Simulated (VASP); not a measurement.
Input of a VASP 6.6.1 run:

The input INCAR:

```
SYSTEM = KZn2
ALGO     = Normal         ! electronic algorithm
EDIFF    = 1E-7           ! SCF threshold, eV
ENCUT    = 520            ! plane-wave cutoff, eV
GGA      = PE             ! functional
ISIF     = 2              ! what is computed and relaxed
ISMEAR   = 0              ! smearing method
LASPH    = .TRUE.         ! aspherical terms in the spheres
LCHARG   = .FALSE.        ! write CHGCAR
LREAL    = .FALSE.        ! projectors in reciprocal space
LWAVE    = .FALSE.        ! write WAVECAR
NBANDS   = 24             ! bands
NELM     = 60             ! most SCF steps
PREC     = Accurate       ! precision mode
SIGMA    = 0.1            ! smearing width, eV
```

The input KPOINTS:

```
k-points
0
G
  6 6 6
  0 0 0
```

POSCAR

```
KZn2
1.0
    1.8572483625      1.0722828421      5.6093651629
   -1.8572483625      1.0722828421      5.6093651629
    0.0000000000     -2.1445656841      5.6093651629
K Zn
1 2
Direct
    0.0000000000      0.0000000000      0.0000000000
    0.7500000000      0.7500000000      0.7500000000
    0.2500000000      0.2500000000      0.2500000000
```

Potentials or basis: VASP PAW PBE potentials, release 64 (K_sv, Zn).

Run with:

```sh
$ cat potpaw_PBE.64/K_sv/POTCAR potpaw_PBE.64/Zn/POTCAR > POTCAR
$ mpirun -np 1 vasp_std > vasp.out
```

(1) What does it give for the band gap on the k mesh?

(2) Estimate the pressure.

(3) What does it give for the largest force?

Results:

(1) zero (an odd number of electrons rules out a gap without spin polarisation).

(2) 21.7 GPa.

(3) 3.306 eV/Å.

Caveat: the stress differs along the axes, from 16 to 24 GPa; forces of over 1 eV/Å act on the atoms, so gaps and moduli don't describe the material at rest.
